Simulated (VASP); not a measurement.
Here is a VASP 6.6.1 calculation.

The input POSCAR:

```
ZnSe
1.0
    0.0000000000      2.7947178488      2.7947178488
    2.7947178488      0.0000000000      2.7947178488
    2.7947178488      2.7947178488      0.0000000000
Zn Se
1 1
Direct
    0.0000000000      0.0000000000      0.0000000000
    0.2500000000      0.2500000000      0.2500000000
```

Contents of INCAR.step1:

```
ALGO     = Normal         # electronic algorithm
EDIFF    = 1E-4           # SCF threshold, eV
ENCUT    = 520            # plane-wave cutoff, eV
GGA      = PE             # functional
ISMEAR   = 0              # smearing method
LASPH    = T              # aspherical terms in the spheres
LCHARG   = F              # write CHGCAR
LREAL    = F              # projectors in reciprocal space
LWAVE    = T              # write WAVECAR
NBANDS   = 16             # bands
NELM     = 100            # most SCF steps
PREC     = Accurate       # precision mode
SIGMA    = 0.05           # smearing width, eV
```

INCAR.step2

```
ALGO     = Normal         # electronic algorithm
EDIFF    = 1E-7           # SCF threshold, eV
ENCUT    = 520            # plane-wave cutoff, eV
ISIF     = 2              # what is computed and relaxed
ISMEAR   = 0              # smearing method
ISTART   = 1            
LASPH    = T              # aspherical terms in the spheres
LCHARG   = T              # write CHGCAR
LELF     = T              # ELF
LMIXTAU  = T            
LREAL    = F              # projectors in reciprocal space
LVHAR    = T            
LWAVE    = F              # write WAVECAR
METAGGA  = R2SCAN         # meta-GGA
NBANDS   = 16             # bands
NELM     = 100            # most SCF steps
PREC     = Accurate       # precision mode
SIGMA    = 0.05           # smearing width, eV
```

KPOINTS

```
k-points
0
Gamma
  6 6 6
```

Potentials or basis: VASP PAW PBE potentials, release 64 (Zn, Se).

Command:

```console
$ cat potpaw_PBE.64/Zn/POTCAR potpaw_PBE.64/Se/POTCAR > POTCAR
$ cp INCAR.step1 INCAR
$ mpirun -np 1 vasp_std > vasp.out
$ cp INCAR.step2 INCAR
$ mpirun -np 1 vasp_std > vasp.out
```

Predict the band gap on the k mesh.

2.05 eV, direct.

What does it give for the pressure?

3.0 GPa.

Caveat: the PAW data sets were made with another functional, which shifts forces and pressure a little.
